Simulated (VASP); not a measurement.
# SiO2 in VASP: further runs

SiO2 is run at these levels: PBE, r2SCAN, HSE06; tasks: single point.

Program: VASP 6.6.1. These are calculated values, not measurements. Logs are shortened: lines on timing, memory, paths and dates and some standing lists are left out, and cuts for length are marked.

### 1 The cell of the first run

Symmetry: Fm-3m, No. 225, cubic system. The conventional cell has a = 4.433 Å, b = 4.433 Å, c = 4.433 Å, α = 90.00°, β = 90.00°, γ = 90.00°. Within 2.5 Å of Si (site symmetry m-3m) lie 8 O at 1.92 Å. Within 2.5 Å of O (site symmetry -43m) lie 4 Si at 1.92 Å and 6 O at 2.22 Å.

### 2 Single point, PBE (strain -2.1%)

The input, INCAR:

```
SYSTEM = SiO2
PREC = Accurate
ENCUT = 520
EDIFF = 1E-7
ISMEAR = -1
SIGMA = 0.02
LREAL = .False.
LASPH = .True.
NELM = 80
ALGO = Normal
ISIF = 2
LWAVE = .False.
LCHARG = .False.
GGA = PE
NBANDS = 15
```

The input, KPOINTS:

```
Automatic mesh
0
Gamma
  10 10 10
  0 0 0
```

The input, POSCAR:

```
SiO2
1.0
    0.0000000000      2.2163952292      2.2163952292
    2.2163952292      0.0000000000      2.2163952292
    2.2163952292      2.2163952292      0.0000000000
Si O
1 2
Direct
    0.0000000000      0.0000000000      0.0000000000
    0.2500000000      0.2500000000      0.2500000000
    0.7500000000      0.7500000000      0.7500000000
```

Potentials or basis: VASP PAW PBE potentials, release 64 (Si, O).

Command:

```console
$ cat potpaw_PBE.64/Si/POTCAR potpaw_PBE.64/O/POTCAR > POTCAR
$ mpirun -np 1 vasp_std > vasp.out
```

OUTCAR:

```text
SYSTEM = SiO2
   PREC = Accurate
   ENCUT = 520
   EDIFF = 1E-7
   ISMEAR = -1
   LREAL = .False.
   LASPH = .True.
   NELM = 80
   ISIF = 2
   GGA = PE

 ion  position               nearest neighbor table
   1  0.000  0.000  0.000-   2 1.92   3 1.92   3 1.92   3 1.92   2 1.92   2 1.92   3 1.92   2 1.92

   2  0.250  0.250  0.250-   1 1.92   1 1.92   1 1.92   1 1.92
   3  0.750  0.750  0.750-   1 1.92   1 1.92   1 1.92   1 1.92

  LATTYP: Found a face centered cubic cell.
 ALAT       =     4.4327904584

  Lattice vectors:

 A1 = (   0.0000000000,   2.2163952292,   2.2163952292)
 A2 = (   2.2163952292,   0.0000000000,   2.2163952292)
 A3 = (   2.2163952292,   2.2163952292,   0.0000000000)

Analysis of symmetry for initial positions (statically):
=====================================================================
 Subroutine PRICEL returns:
 Original cell was already a primitive cell.

 Routine SETGRP: Setting up the symmetry group for a
 face centered cubic supercell.

 Subroutine GETGRP returns: Found 48 space group operations
 (whereof 48 operations were pure point group operations)
 out of a pool of 48 trial point group operations.

The static configuration has the point symmetry O_h .

Analysis of symmetry for dynamics (positions and initial velocities):
=====================================================================
 Subroutine PRICEL returns:
 Original cell was already a primitive cell.

 Routine SETGRP: Setting up the symmetry group for a
 face centered cubic supercell.

 Subroutine GETGRP returns: Found 48 space group operations
 (whereof 48 operations were pure point group operations)
 out of a pool of 48 trial point group operations.

The dynamic configuration has the point symmetry O_h .

 Subroutine INISYM returns: Found 48 space group operations
 (whereof 48 operations are pure point group operations),
 and found     1 'primitive' translations

----------------------------------------------------------------------------------------

                                     Primitive cell

  volume of cell :      21.7757

  direct lattice vectors                    reciprocal lattice vectors
     0.000000000  2.216395229  2.216395229    -0.225591534  0.225591534  0.225591534
     2.216395229  0.000000000  2.216395229     0.225591534 -0.225591534  0.225591534
     2.216395229  2.216395229  0.000000000     0.225591534  0.225591534 -0.225591534

  length of vectors
     3.134456193  3.134456193  3.134456193     0.390735999  0.390735999  0.390735999

  position of ions in fractional coordinates (direct lattice)
     0.000000000  0.000000000  0.000000000
     0.250000000  0.250000000  0.250000000
     0.750000000  0.750000000  0.750000000

  ion indices of the primitive-cell ions
   primitive index   ion index
                 1           1
                 2           2
                 3           3

----------------------------------------------------------------------------------------

 KPOINTS: Automatic mesh

Automatic generation of k-mesh.
 Grid dimensions read from file:
 generate k-points for:   10   10   10

 Generating k-lattice:

  Cartesian coordinates                     Fractional coordinates (reciprocal lattice)
    -0.022559153  0.022559153  0.022559153     0.100000000  0.000000000  0.000000000
     0.022559153 -0.022559153  0.022559153     0.000000000  0.100000000  0.000000000
     0.022559153  0.022559153 -0.022559153     0.000000000  0.000000000  0.100000000

  Length of vectors
     0.039073600  0.039073600  0.039073600

  Shift w.r.t. Gamma in fractional coordinates (k-lattice)
     0.000000000  0.000000000  0.000000000

 Subroutine IBZKPT returns following result:
 ===========================================

 Found     47 irreducible k-points:

 Following reciprocal coordinates:
            Coordinates               Weight
  0.000000  0.000000  0.000000      1.000000
  0.100000  0.000000  0.000000      8.000000
  0.200000  0.000000  0.000000      8.000000
  0.300000  0.000000  0.000000      8.000000
  0.400000  0.000000  0.000000      8.000000
  0.500000  0.000000  0.000000      4.000000
[... 16 lines left out ...]
  0.300000  0.300000  0.000000      6.000000
  0.400000  0.300000  0.000000     24.000000
 [... further k-points ...]
   k-points           NKPTS =     47   k-points in BZ     NKDIM =     47   number of bands    NBANDS=     15
   number of dos      NEDOS =    301   number of ions     NIONS =      3
   total plane-waves  NPLWV =  13824
   dimension x,y,z NGX =    24 NGY =   24 NGZ =   24
   dimension x,y,z NGXF=    48 NGYF=   48 NGZF=   48
   ions per type =               1   2
   NGX,Y,Z   is equivalent  to a cutoff of  12.73, 12.73, 12.73 a.u.
   NGXF,Y,Z  is equivalent  to a cutoff of  25.46, 25.46, 25.46 a.u.
 SYSTEM =  SiO2
   PREC   = accura    normal or accurate (medium, high low for compatibility)
   ISTART =      0    job   : 0-new  1-cont  2-samecut
   ICHARG =      2    charge: 1-file 2-atom 10-const
   ISPIN  =      1    spin polarized calculation?
   LNONCOLLINEAR =      F non collinear calculations
   LSORBIT =      F    spin-orbit coupling
   LASPH  =      T    aspherical Exc in radial PAW
   ENCUT  =  520.0 eV  38.22 Ry    6.18 a.u.   5.83  5.83  5.83*2*pi/ulx,y,z
   NELM   =     80;   NELMIN=  2; NELMDL= -5     # of ELM steps
   EDIFF  = 0.1E-06   stopping-criterion for ELM
   LREAL  =      F    real-space projection
   EDIFFG = 0.1E-05   stopping-criterion for IOM
   NSW    =      0    number of steps for IOM
   IBRION =     -1    ionic relax: 0-MD 1-quasi-New 2-CG
   NFREE  =      0    steps in history (QN), initial steepest desc. (CG)
   ISIF   =      2    stress and relaxation
   ISYM   =      2    0-nonsym 1-usesym 2-fastsym
   POTIM  = 0.5000    time-step for ionic-motion
   TEBEG  =    0.0;   TEEND  =   0.0 temperature during run
   PSTRESS=    0.0 pullay stress
   NELECT =      16.0000    total number of electrons
   NUPDOWN=      -1.0000    fix difference up-down
   EMIN   =  10.00;   EMAX   =-10.00  energy-range for DOS
   EFERMI =   0.00;   METHOD = LEGACY
   ISMEAR =    -1;   SIGMA  =   0.02  broadening in eV -4-tet -1-fermi 0-gaus
   EFERMI_NEDOS =   21; number of points for ismear=-14 and -15
   IALGO  =     38    algorithm
   IMIX   =      4    mixing-type and parameters
     AMIX     =   0.40;   BMIX     =  1.00
     AMIX_MAG =   1.60;   BMIX_MAG =  1.00
  volume/ion in A,a.u.               =       7.26        48.98
  Fermi-wavevector in a.u.,A,eV,Ry     =   1.477262  2.791621 29.692048  2.182304
  Thomas-Fermi vector in A             =   2.591688
   LORBIT       =      0    0 simple, 1 ext, 2 COOP (PROOUT), +10 PAW based schemes
   GGA     = PE    functional components
   LHFCALC =     F    Hartree Fock is set to
   AEXX    =    0.0000 exact exchange contribution
   IVDW    =     0    specifies the selected vdW correction
   LEPSILON=     F    determine dielectric tensor
   LRPA    =     F    only Hartree local field effects (RPA)
 non-spin polarized calculation
  energy-cutoff  :      520.00
  volume of cell :       21.78
 maximum number of plane-waves:       600
   NGX = 11   NGY = 11   NGZ = 11

 number of electron      15.9999996 magnetization

 Free energy of the ion-electron system (eV)
  ---------------------------------------------------
  ext. energy  EPLUGINS =         0.00000000
  ---------------------------------------------------
  free energy    TOTEN  =       -19.70877503 eV

  energy without entropy =      -19.70877503  energy(sigma->0) =      -19.70877503

 E-fermi :  11.1571     XC(G=0): -12.7465

 val. band max:       10.7151165272   @ k =   0.5000   0.5000   0.0000
 cond. band min:      12.8268568557   @ k =   0.5000   0.5000   0.0000
 fundamental gap:      2.1117403284
 Fermi energy:        11.1571064081

 k-point     1 :       0.0000    0.0000    0.0000
  band No.  band energies     occupation
      1     -13.1117      2.00000
      2      -5.4336      2.00000
      3       4.3843      2.00000
      4       4.3843      2.00000
      5       4.3843      2.00000
      6       8.2844      2.00000
      7       8.2844      2.00000
      8       8.2844      2.00000
      9      13.8537      0.00000
     10      16.7926      0.00000
     11      16.7926      0.00000
     12      16.7926      0.00000
     13      23.1727      0.00000
     14      23.1727      0.00000
     15      25.9599      0.00000

 k-point     2 :       0.1000    0.0000    0.0000
  band No.  band energies     occupation
      1     -12.9574      2.00000
      2      -5.6570      2.00000
      3       4.2962      2.00000
      4       4.3958      2.00000
      5       4.3958      2.00000
      6       7.8075      2.00000
      7       8.0768      2.00000
      8       8.0768      2.00000
      9      14.4839      0.00000
     10      16.8954      0.00000
     11      17.0724      0.00000
     12      17.0724      0.00000
     13      23.4989      0.00000
     14      23.4989      0.00000
     15      26.5538      0.00000

 k-point     3 :       0.2000    0.0000    0.0000
  band No.  band energies     occupation
      1     -12.4997      2.00000
      2      -6.2966      2.00000
      3       4.0552      2.00000
      4       4.4501      2.00000
      5       4.4501      2.00000
      6       6.8849      2.00000
      7       7.5325      2.00000
      8       7.5325      2.00000
      9      15.6555      0.00000
     10      17.5188      0.00000
     11      17.8945      0.00000
     12      17.8945      0.00000
     13      24.2716      0.00000
     14      24.2716      0.00000
     15      27.7952      0.00000
[... 343 lines left out ...]
 k-point    23 :       0.3000    0.3000    0.0000
  band No.  band energies     occupation
      1     -11.4282      2.00000
      2      -6.9881      2.00000
      3       1.5589      2.00000
      4       2.6094      2.00000
      5       2.6094      2.00000
      6       8.3697      2.00000
      7       9.1776      2.00000
      8       9.1776      2.00000
      9      13.7396      0.00000
     10      17.7052      0.00000
     11      21.4502      0.00000
     12      21.4502      0.00000
     13      24.2221      0.00000
     14      25.7467      0.00000
     15      32.0904      0.00000

 k-point    24 :       0.4000    0.3000    0.0000
  band No.  band energies     occupation
      1     -10.8497      2.00000
      2      -7.4193      2.00000
      3       0.4571      2.00000
      4       2.3927      2.00000
      5       2.4266      2.00000
      6       8.9841      2.00000
      7       9.1589      2.00000
      8       9.2573      2.00000
      9      13.7556      0.00000
     10      18.6433      0.00000
     11      22.4533      0.00000
     12      22.5372      0.00000
     13      23.6541      0.00000
     14      26.5055      0.00000
     15      31.0732      0.00000

 [... further k-points ...]

------------------------ aborting loop because EDIFF is reached ----------------------------------------

  FORCE on cell =-STRESS in cart. coord.  units (eV):
  Direction    XX          YY          ZZ          XY          YZ          ZX
  --------------------------------------------------------------------------------------
  -------------------------------------------------------------------------------------
  Total        4.4854478      4.4854478      4.4854478     -0.0000000      0.0000000     -0.0000000
  in kB      330.0234310    330.0234310    330.0234310     -0.0000000      0.0000000     -0.0000000
  external PRESSURE =     330.0234310 kB  Pullay stress =       0.0000000 kB

 VOLUME and BASIS-vectors are now :
 -----------------------------------------------------------------------------
  energy-cutoff  :      520.00
  volume of cell :       21.78
      direct lattice vectors                 reciprocal lattice vectors
     0.000000000  2.216395229  2.216395229    -0.225591534  0.225591534  0.225591534
     2.216395229  0.000000000  2.216395229     0.225591534 -0.225591534  0.225591534
     2.216395229  2.216395229  0.000000000     0.225591534  0.225591534 -0.225591534

 POSITION                                       TOTAL-FORCE (eV/Angst)
 -----------------------------------------------------------------------------------
      0.00000      0.00000      0.00000        -0.000000     -0.000000     -0.000000
      1.10820      1.10820      1.10820         0.000000      0.000000     -0.000000
      3.32459      3.32459      3.32459        -0.000000      0.000000      0.000000
 -----------------------------------------------------------------------------------
    total drift:                                0.000000      0.000000      0.000000

  FREE ENERGIE OF THE ION-ELECTRON SYSTEM (eV)
  ---------------------------------------------------
  free  energy   TOTEN  =       -19.7087750333 eV

  energy  without entropy=      -19.7087750333  energy(sigma->0) =      -19.70877503
```

Wall time 6.6 s (1 thread of Intel Xeon Platinum 8488C (Sapphire Rapids), shared host); peak memory 0.14 GiB.

What came out:

- Free energy: -19.7088 eV
- Pressure: 33.0 GPa
- Band gap on the k mesh: 2.11 eV

Caveat: the cell differs from its parent crystal (strain -2.1%); the cell stands under pressure; the structure was generated, so it needn't be the stable form of SiO2. A k mesh can miss the band edges.

### 3 Single point, r2SCAN (strain -2.1%)

POSCAR is that of step 2.

The input, INCAR.step1:

```
SYSTEM = SiO2
  ALGO = Normal
  EDIFF = 1E-4
  ENCUT = 520
  GGA = PE
  ISMEAR = 0
  LASPH = .True.
  LCHARG = .False.
  LREAL = .False.
  LWAVE = .True.
  NBANDS = 15
  NELM = 80
  PREC = Accurate
  SIGMA = 0.01
```

The input, INCAR.step2:

```
SYSTEM = SiO2
  ALGO = Normal
  EDIFF = 1E-6
  ENCUT = 520
  ISIF = 2
  ISMEAR = 0
  ISTART = 1
  LASPH = .True.
  LCHARG = .False.
  LMIXTAU = .True.
  LREAL = .False.
  LWAVE = .False.
  METAGGA = R2SCAN
  NBANDS = 15
  NELM = 80
  PREC = Accurate
  SIGMA = 0.01
```

The input, KPOINTS:

```
k-points
0
Gamma
  10 10 10
  0 0 0
```

Potentials or basis: VASP PAW PBE potentials, release 64 (Si, O).

Command:

```console
$ cat potpaw_PBE.64/Si/POTCAR potpaw_PBE.64/O/POTCAR > POTCAR
$ cp INCAR.step1 INCAR
$ mpirun -np 1 vasp_std > vasp.out
$ cp INCAR.step2 INCAR
$ mpirun -np 1 vasp_std > vasp.out
```

OUTCAR:

```text
SYSTEM = SiO2
   EDIFF = 1E-6
   ENCUT = 520
   ISIF = 2
   ISMEAR = 0
   ISTART = 1
   LASPH = .True.
   LREAL = .False.
   METAGGA = R2SCAN
   NELM = 80
   PREC = Accurate

 ion  position               nearest neighbor table
   1  0.000  0.000  0.000-   2 1.92   3 1.92   3 1.92   3 1.92   2 1.92   2 1.92   3 1.92   2 1.92

   2  0.250  0.250  0.250-   1 1.92   1 1.92   1 1.92   1 1.92
   3  0.750  0.750  0.750-   1 1.92   1 1.92   1 1.92   1 1.92

  LATTYP: Found a face centered cubic cell.
 ALAT       =     4.4327904584

  Lattice vectors:

 A1 = (   0.0000000000,   2.2163952292,   2.2163952292)
 A2 = (   2.2163952292,   0.0000000000,   2.2163952292)
 A3 = (   2.2163952292,   2.2163952292,   0.0000000000)

Analysis of symmetry for initial positions (statically):
=====================================================================
 Subroutine PRICEL returns:
 Original cell was already a primitive cell.

 Routine SETGRP: Setting up the symmetry group for a
 face centered cubic supercell.

 Subroutine GETGRP returns: Found 48 space group operations
 (whereof 48 operations were pure point group operations)
 out of a pool of 48 trial point group operations.
[... 182 lines left out ...]
      9      14.3364      0.00000
     10      17.3017      0.00000
     11      17.3017      0.00000
     12      17.3017      0.00000
     13      23.9700      0.00000
     14      23.9700      0.00000
[... 401 lines left out ...]
      2      -8.7873      2.00000
      3      -0.0211      2.00000
      4       1.8996      2.00000
      5       1.9336      2.00000
      6       8.6510      2.00000
      7       8.8232      2.00000
      8       8.9345      2.00000
      9      14.1687      0.00000
     10      19.2179      0.00000
     11      23.2476      0.00000
     12      23.3382      0.00000
     13      24.3872      0.00000
     14      27.4320      0.00000
     15      32.0152      0.00000

 [... further k-points ...]

------------------------ aborting loop because EDIFF is reached ----------------------------------------

  FORCE on cell =-STRESS in cart. coord.  units (eV):
  Direction    XX          YY          ZZ          XY          YZ          ZX
  --------------------------------------------------------------------------------------
  -------------------------------------------------------------------------------------
  Total        3.1435471      3.1435471      3.1435471      0.0000000     -0.0000000      0.0000000
  in kB      231.2911058    231.2911058    231.2911058      0.0000000     -0.0000000      0.0000000
  external PRESSURE =     231.2911058 kB  Pullay stress =       0.0000000 kB

 VOLUME and BASIS-vectors are now :
 -----------------------------------------------------------------------------
  energy-cutoff  :      520.00
  volume of cell :       21.78
      direct lattice vectors                 reciprocal lattice vectors
     0.000000000  2.216395229  2.216395229    -0.225591534  0.225591534  0.225591534
     2.216395229  0.000000000  2.216395229     0.225591534 -0.225591534  0.225591534
     2.216395229  2.216395229  0.000000000     0.225591534  0.225591534 -0.225591534

 POSITION                                       TOTAL-FORCE (eV/Angst)
 -----------------------------------------------------------------------------------
      0.00000      0.00000      0.00000        -0.000000      0.000000      0.000000
      1.10820      1.10820      1.10820        -0.000000     -0.000000     -0.000000
      3.32459      3.32459      3.32459         0.000000      0.000000      0.000000
 -----------------------------------------------------------------------------------
    total drift:                                0.000000      0.000000      0.000000

  FREE ENERGIE OF THE ION-ELECTRON SYSTEM (eV)
  ---------------------------------------------------
  free  energy   TOTEN  =       -25.6754803933 eV

  energy  without entropy=      -25.6754803933  energy(sigma->0) =      -25.67548039
```

OUTCAR.step1:

```text
SYSTEM = SiO2
   EDIFF = 1E-4
   ENCUT = 520
   GGA = PE
   ISMEAR = 0
   LASPH = .True.
   LREAL = .False.
   NELM = 80
[... 655 lines left out ...]
      0.00000      0.00000      0.00000         0.000000     -0.000000      0.000000
      1.10820      1.10820      1.10820        -0.000000     -0.000000     -0.000000
      3.32459      3.32459      3.32459         0.000000      0.000000      0.000000
 -----------------------------------------------------------------------------------
    total drift:                                0.000000      0.000000      0.000000

  FREE ENERGIE OF THE ION-ELECTRON SYSTEM (eV)
  ---------------------------------------------------
  free  energy   TOTEN  =       -19.7087726954 eV

  energy  without entropy=      -19.7087726954  energy(sigma->0) =      -19.70877270
```

Wall time 25 s (1 thread of Intel Xeon Platinum 8488C (Sapphire Rapids), shared host); peak memory 0.14 GiB.

What came out:

```yaml
Free_energy: -25.6755 eV
Pressure: 23.1 GPa
Band_gap_on_the_k_mesh: 2.76 eV
```

Levels at points of the mesh, in eV from the valence-band top:
| k point | band 6 | band 7 | band 8 | band 9 | band 10 | band 11 |
| --- | --- | --- | --- | --- | --- | --- |
| (0.00, 0.00, 0.00) | -2.52 | -2.52 | -2.52 | 3.88 | 6.85 | 6.85 |
| (0.50, 0.00, 0.00) | -5.53 | -5.09 | -5.09 | 7.62 | 10.99 | 11.68 |
| (0.50, 0.50, 0.00) | -1.15 | -1.15 | 0.00 | 2.76 | 9.96 | 12.66 |

Caveat: the cell differs from its parent crystal (strain -2.1%); the cell stands under pressure; the structure was generated, so it needn't be the stable form of SiO2; the PAW data sets were made with another functional, which shifts forces and pressure a little. A k mesh can miss the band edges.

(Part 1 of 2 ends here.)
